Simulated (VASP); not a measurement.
Write the native input for VASP 6.6.1 that does the following.

```
Task                   : single point
Functional             : PBEsol
Potentials or basis    : VASP PAW PBE potentials, release 64 (Be, S)
Cutoff                 : 520 eV
k mesh                 : 10 × 10 × 10
Occupations            : gaussian, width 0.05 eV
Spin                   : no spin polarisation
Dipole correction      : no
Further INCAR settings : ALGO = Normal; EDIFF = 1e-07; NBANDS = 11
```

The structure of BeS lies in POSCAR:

```
BeS
1.0
    0.0000000000      2.4152264661      2.3017501821
    2.3017501821      0.0000000000      2.3017501821
    2.3017501821      2.4152264661      0.0000000000
Be S
1 1
Direct
    0.0000000000      0.0000000000      0.0000000000
    0.7500000000      0.7500000000      0.7500000000
```

This cell differs from its parent crystal: volume 12.796 Å^3 an atom, c/a of the conventional cell 1.0493.

One way to write it, as run:

INCAR

```
PREC     = Accurate       # precision mode
ENCUT    = 520            # plane-wave cutoff, eV
EDIFF    = 1E-7           # SCF threshold, eV
ISMEAR   = 0              # smearing method
SIGMA    = 0.05           # smearing width, eV
LREAL    = False          # projectors in reciprocal space
LASPH    = True           # aspherical terms in the spheres
NELM     = 60             # most SCF steps
ALGO     = Normal         # electronic algorithm
ISIF     = 2              # what is computed and relaxed
LWAVE    = False          # write WAVECAR
LCHARG   = False          # write CHGCAR
GGA      = PS             # functional
NBANDS   = 11             # bands
```

KPOINTS

```
Automatic mesh
0
Gamma
  10 10 10
```

Potentials or basis: VASP PAW PBE potentials, release 64 (Be, S).

Run with:

```console
$ cat potpaw_PBE.64/Be/POTCAR potpaw_PBE.64/S/POTCAR > POTCAR
$ mpirun -np 1 vasp_std > vasp.out
```

Results of the run:

- Pressure: 12.0 GPa
- Band gap on the k mesh: 2.42 eV, indirect (least direct gap 5.43 eV)

Caveat: the PAW data sets were made with another functional, which shifts forces and pressure a little.

It took 25 s on 1 thread of Intel Xeon 8259CL, with other jobs on the host, peak memory 0.16 GiB.
